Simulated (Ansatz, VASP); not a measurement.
**GaN: VASP beside Ansatz**

Contents of INCAR:

```
ALGO = Normal
EDIFF = 1E-6
ENCUT = 600
GGA = PE
GGA_COMPAT = False
ISIF = 2
ISMEAR = 0
LASPH = True
LCHARG = False
LREAL = False
LWAVE = False
NBANDS = 16
NELM = 120
PREC = Accurate
SIGMA = 0.01
```

Contents of KPOINTS:

```
k-points
0
Gamma
  7 7 7
```

The input POSCAR:

```
GaN
1.0
    0.0000000000      2.2535010000      2.2535010000
    2.2535010000      0.0000000000      2.2535010000
    2.2535010000      2.2535010000      0.0000000000
Ga N
1 1
Direct
    0.0000000000      0.0000000000      0.0000000000
    0.7500000000      0.7500000000      0.7500000000
```

Input for Ansatz:

```yaml
crystal:
  lattice:
    - [0.0, 2.253501, 2.253501]
    - [2.253501, 0.0, 2.253501]
    - [2.253501, 2.253501, 0.0]
  atoms:
    - { symbol: Ga, position: [0.0, 0.0, 0.0] }
    - { symbol: "N", position: [0.75, 0.75, 0.75] }
kpoints:
  mp_grid:
    grid: [7, 7, 7]
  band_path:
    path:
      - [-0.375, 0.0, 0.375]
      - [0.0, 0.0, 0.0]
      - [0.0, 0.0, 0.5]
      - [-0.5, -0.25, 0.25]
      - [-0.5, -0.5, 0.0]
    npoints: 6
hamiltonian:
  xc: pbe
scf:
  n_extra_bands: 8
  convergence:
    dr2_threshold: 1.0e-07
  occupations:
    method: fixed
output:
  populations: true
```

Alike in both runs: task single point; functional PBE; k mesh 7 × 7 × 7; no spin polarisation.

|  | VASP | Ansatz |
| --- | --- | --- |
| version | VASP 6.6.1 | Ansatz 0.2.0 |
| potentials or method | VASP PAW PBE potentials, release 64 (Ga_d, N) | plane waves, PAW |
| plane-wave cutoff (eV) | 600 | 420 |
| occupations | gaussian, width 0.01 eV | fixed |
| valence electrons in the cell | 18 | 18 |

```tsv
	VASP	Ansatz	Ansatz less VASP
gap on the k mesh at the Fermi level (eV)	1.72	1.72	-0.008
```
